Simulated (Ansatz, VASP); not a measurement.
**Ga3BSb2: VASP beside Ansatz**

```
Ga B Sb
1.0
     5.28742    0.00000    0.00000
    -2.64371    4.57904    0.00000
     0.00000    0.00000    5.90723
Ga B Sb
3 1 2
Direct
  0.00000 0.50000 0.50000
  0.50000 0.00000 0.50000
  0.50000 0.50000 0.50000
  0.00000 0.00000 0.00000
  0.66667 0.33333 0.00000
  0.33333 0.66667 0.00000
```

Change from the starting cell: species swapped into the LuB2Os3 type (P6/mmm, No. 191).

Alike in both runs: functional PBE; k mesh 3 × 3 × 6; occupations gaussian, width 0.1 eV; no spin polarisation.

Ansatz relaxed the structure, and its values are those at the end. VASP's run is a single point on that final structure, the one shown.

|  | VASP | Ansatz |
| --- | --- | --- |
| version | VASP 6.6.1 | Ansatz 0.2.0 |
| potentials or method | VASP PAW PBE potentials, release 64 (Ga_d, B, Sb), cutoff 520 eV | scalar-relativistic, plane waves, PAW |
| valence electrons in the cell | 52 | 72 |

```tsv
	VASP	Ansatz	Ansatz less VASP
gap on the k mesh at the Fermi level (eV)	none	none	-
pressure (GPa)	-0.1	-0.1	-0.01
```

A gap of «none» marks a metal or a gap that the smearing closes. VASP's potentials hold 52 valence electrons a cell and Ansatz's 72, so a difference there can come from the potentials and not from the codes.

The k mesh is coarse, so the values compare programs but aren't converged. Spin-orbit coupling is off throughout.
